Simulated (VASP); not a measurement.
Input of a VASP 6.6.1 run:

Contents of INCAR:

```
PREC = Accurate
ENCUT = 500
EDIFF = 1E-6
ISMEAR = 0
SIGMA = 0.01
LREAL = False
LASPH = True
NELM = 120
ALGO = Normal
ISIF = 2
LWAVE = False
LCHARG = False
NBANDS = 11
GGA_COMPAT = False
```

Contents of KPOINTS:

```
regular mesh
0
Gamma
  4 4 4
```

File POSCAR:

```
NaH
1.0
    2.9323912064      0.0000000000      0.0000000000
    0.0000000000      2.9323912064      0.0000000000
    0.0000000000      0.0000000000      2.9323912064
Na H
1 1
Direct
    0.0000000000      0.0000000000      0.0000000000
    0.5000000000      0.5000000000      0.5000000000
```

Potentials or basis: VASP PAW LDA potentials, release 64 (Na_pv, H).

Launch:

```console
$ cat potpaw_LDA.64/Na_pv/POTCAR potpaw_LDA.64/H/POTCAR > POTCAR
$ mpirun -np 1 vasp_std > vasp.out
```

Problem. Estimate the pressure.

Solution. -1.5 GPa.

Problem. What does it give for the band gap on the k mesh?

Solution. 0.53 eV, indirect (least direct gap 4.18 eV).

Caveat: the k points lie up to 0.54 Å⁻¹ apart. A k mesh can miss the band edges.
